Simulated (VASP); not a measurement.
**Ag: single point with PBEsol**

Ag:

```
Ag
1.0
     0.00000    1.98181    1.98181
     1.98181    0.00000    1.98181
     1.98181    1.98181    0.00000
Ag
1
Direct
  0.00000 0.00000 0.00000
```

This cell differs from its parent crystal: strain -0.030 along x and y, -0.030 along z.

```yaml
Program: VASP 6.6.1
Task: single point
Functional: PBEsol
Potentials_or_basis: VASP PAW PBE potentials, release 64 (Ag)
Cutoff: 520 eV
k_mesh: 20 × 20 × 20
Occupations: gaussian, width 0.15 eV
Spin: no spin polarisation
```

```
Pressure : 9.5 GPa
```

Levels at points of the mesh, in eV from the Fermi level:
| k point | band 4 | band 5 | band 6 | band 7 | band 8 | band 9 |
| --- | --- | --- | --- | --- | --- | --- |
| (0.00, 0.00, 0.00) | -5.12 | -3.89 | -3.89 | 16.15 | 20.27 | 20.27 |
| (0.50, 0.00, 0.00) | -2.96 | -2.96 | -0.72 | 4.13 | 15.40 | 18.75 |
| (0.50, 0.50, 0.00) | -2.71 | -2.71 | 1.45 | 7.47 | 11.07 | 11.07 |

It took 16 s on 1 thread of Intel(R) Xeon(R) 6975P-C (Granite Rapids), on a shared host, peak memory 0.17 GiB.

Caveat: the cell differs from its parent crystal (strain -0.030 along x and y, -0.030 along z); the PAW data sets were made with another functional, which shifts forces and pressure a little.
